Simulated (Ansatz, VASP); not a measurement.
Two plane-wave programs on Sb

```xyz
2
Lattice="0.0000 3.4691 3.4691 3.4691 0.0000 3.4691 3.4691 3.4691 0.0000" Properties=species:S:1:pos:R:3 pbc="T T T"
Sb    3.4691    3.4691    3.4691
Sb    5.2037    5.2037    5.2037
```

Alike in both runs: functional PBE; k mesh 4 × 4 × 4; occupations gaussian, width 0.1 eV; no spin polarisation.

Ansatz relaxed the structure, and its values are those at the end. VASP's run is a single point on that final structure, the one shown.

```csv
,VASP,Ansatz
version,VASP 6.6.1,Ansatz 0.2.0
potentials or method,"VASP PAW PBE potentials, release 64 (Sb), cutoff 520 eV","scalar-relativistic, plane waves, PAW"
valence electrons in the cell,10,30
```

|  | VASP | Ansatz | Ansatz less VASP |
| --- | --- | --- | --- |
| gap on the k mesh at the Fermi level (eV) | none | none | - |
| pressure (GPa) | 0.0 | 0.0 | -0.02 |

A gap of «none» marks a metal or a gap that the smearing closes. VASP's potentials hold 10 valence electrons a cell and Ansatz's 30, so a difference there can come from the potentials and not from the codes.

The k mesh is coarse, so the values compare programs but aren't converged. Neither program's run includes spin-orbit coupling.
